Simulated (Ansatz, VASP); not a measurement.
One calculation of SiO2, two programs

```xyz
12
Lattice="4.9459 0.0000 0.0000 0.0000 4.9459 0.0000 0.0000 0.0000 6.8740" Properties=species:S:1:pos:R:3 pbc="T T T"
Si    1.5042    1.5042    0.0000
Si    0.9688    3.9771    1.7185
Si    3.4417    3.4417    3.4370
Si    3.9771    0.9688    5.1555
O     1.1742    0.5580    1.2585
O     1.9149    3.6472    2.9770
O     3.7717    4.3879    4.6956
O     3.0310    1.2987    6.4141
O     3.6472    1.9149    3.8970
O     4.3879    3.7717    2.1785
O     1.2987    3.0310    0.4600
O     0.5580    1.1742    5.6155
```

Alike in both runs: functional LDA; k mesh 4 × 4 × 3; no spin polarisation.

Ansatz relaxed the structure, and its values are those at the end. VASP's run is a single point on that final structure, the one shown.

|  | VASP | Ansatz |
| --- | --- | --- |
| version | VASP 6.6.1 | Ansatz 0.2.0 |
| potentials or method | VASP PAW LDA potentials, release 64 (Si, O) | scalar-relativistic, plane waves, PAW |
| plane-wave cutoff (eV) | 520 | 420 |
| occupations | gaussian, width 0.01 eV | fixed |
| valence electrons in the cell | 64 | 64 |

|  | VASP | Ansatz | Ansatz less VASP |
| --- | --- | --- | --- |
| pressure (GPa) | 0.6 | 0.0 | -0.59 |
| rms of the force components (eV/Å) | 0.016 | 0.000 | -0.0159 |

LDA's correlation is that of Perdew and Zunger in VASP and of Perdew and Wang (1992) in Ansatz.
